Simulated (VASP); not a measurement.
Wanted: the native input for a VASP 6.6.1 run.

```yaml
Task: single point
Functional: PBE
Potentials_or_basis: VASP PAW PBE potentials, release 64 (W_sv, Mo_sv)
Cutoff: 520 eV
k_mesh: 3 × 3 × 3
Occupations: gaussian, width 0.05 eV
Spin: no spin polarisation
Dipole_correction: no
Further_INCAR_settings: LREAL = Auto; ALGO = Normal; EDIFF = 1e-06; NBANDS = 118
```

The structure of MoW14 (a cell with a defect) lies in POSCAR:

```
MoW14
1.0
    6.3200000000      0.0000000000      0.0000000000
    0.0000000000      6.3200000000      0.0000000000
    0.0000000000      0.0000000000      6.3200000000
W Mo
14 1
Direct
    0.4976992089      0.0024400316      0.0024400316
    0.0024400316      0.4976992089      0.0024400316
    0.0024400316      0.0024400316      0.4976992089
    0.4971462025      0.4971462025      0.0027257911
    0.4971462025      0.0027257911      0.4971462025
    0.7502006329      0.2496376582      0.2496376582
    0.0027257911      0.4971462025      0.4971462025
    0.2496376582      0.7502006329      0.2496376582
    0.2496376582      0.2496376582      0.7502006329
    0.4976056962      0.4976056962      0.4976056962
    0.7502101266      0.7502101266      0.2499732595
    0.7502101266      0.2499732595      0.7502101266
    0.2499732595      0.7502101266      0.7502101266
    0.7502726266      0.7502726266      0.7502726266
    0.0026545886      0.0026545886      0.0026545886
```

The input as run:

INCAR

```
SYSTEM = MoW14
  PREC = Accurate
  ENCUT = 520
  EDIFF = 1E-6
  ISMEAR = 0
  SIGMA = 0.05
  LREAL = Auto
  LASPH = .TRUE.
  NELM = 80
  ALGO = Normal
  ISIF = 2
  LWAVE = .FALSE.
  LCHARG = .FALSE.
  GGA = PE
  NBANDS = 118
```

KPOINTS

```
regular mesh
0
G
  3 3 3
  0 0 0
```

Potentials or basis: VASP PAW PBE potentials, release 64 (W_sv, Mo_sv).

Run with:

```bash
$ cat potpaw_PBE.64/W_sv/POTCAR potpaw_PBE.64/Mo_sv/POTCAR > POTCAR
$ mpirun -np 1 vasp_std > vasp.out
```

Results of the run:

| Property | Result |
| --- | --- |
| Pressure | -0.4 GPa |
| Largest force | 0.031 eV/Å |

It took 4.7 min on 1 thread of Intel(R) Xeon(R) Platinum 8375C CPU @ 2.90GHz (Ice Lake), with other jobs on the host, peak memory 0.39 GiB.
